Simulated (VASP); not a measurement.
## PtSe2: single point with PBE

The system is PtSe2.

```xyz
3
Lattice="3.8266 0.0000 0.0000 -1.9133 3.3139 0.0000 0.0000 0.0000 6.6314" Properties=species:S:1:pos:R:3 pbc="T T T"
Pt    0.0000    0.0000    0.0000
Se    1.9133    1.1046    5.3651
Se    0.0000    2.2093    1.2662
```

This cell differs from its parent crystal: equal strain along all axes, cell held: +2.0 %, then relaxed in part.

```yaml
Program: VASP 6.6.1
Task: single point
Functional: PBE
Potentials_or_basis: VASP PAW PBE potentials, release 64 (Pt, Se)
Cutoff: 520 eV
k_mesh: 12 × 12 × 4
Occupations: gaussian, width 0.02 eV
Spin: no spin polarisation
Dipole_correction: no
Further_INCAR_settings: ALGO = Normal; EDIFF = 1e-07; NBANDS = 18
```

| Quantity | Value |
| --- | --- |
| Pressure | -1.8 GPa |
| Band gap on the k mesh | 0.81 eV, indirect (least direct gap 0.94 eV) |

Forces in eV/Å, atoms in the order of the input:
```
Pt   0.000  0.000  0.000
Se   0.000  0.000  0.003
Se   0.000  0.000 -0.003
```

Stress tensor (GPa, compression positive):
```
-2.71  0.00  0.00
 0.00 -2.71  0.00
 0.00  0.00 -0.11
```

Levels at points of the mesh, in eV from the valence-band top:
| k point | band 8 | band 9 | band 10 | band 11 | band 12 | band 13 | band 14 | band 15 |
| --- | --- | --- | --- | --- | --- | --- | --- | --- |
| (0.00, 0.00, 0.00) | -1.48 | -0.41 | -0.41 | -0.28 | 2.51 | 2.51 | 3.95 | 5.11 |
| (0.50, 0.00, 0.00) | -2.51 | -2.26 | -2.16 | -1.67 | 1.83 | 2.40 | 4.54 | 6.01 |
| (0.00, 0.00, 0.50) | -1.26 | -1.17 | -0.43 | -0.43 | 2.56 | 2.56 | 5.15 | 5.41 |
| (0.50, 0.00, 0.50) | -2.52 | -2.22 | -2.21 | -1.31 | 1.94 | 2.29 | 4.40 | 5.76 |

Run time: 72 s on 1 thread of Intel(R) Xeon(R) Platinum 8488C (Sapphire Rapids), on a shared host, peak memory 0.25 GiB.

Caveat: the cell differs from its parent crystal (equal strain along all axes, cell held: +2.0 %, then relaxed in part); spin-orbit coupling is left out, which moves the levels of the heavy elements; this functional lacks dispersion, which binds the layers, so the pressure and a relaxed spacing across them are unreliable. A k mesh can miss the band edges.
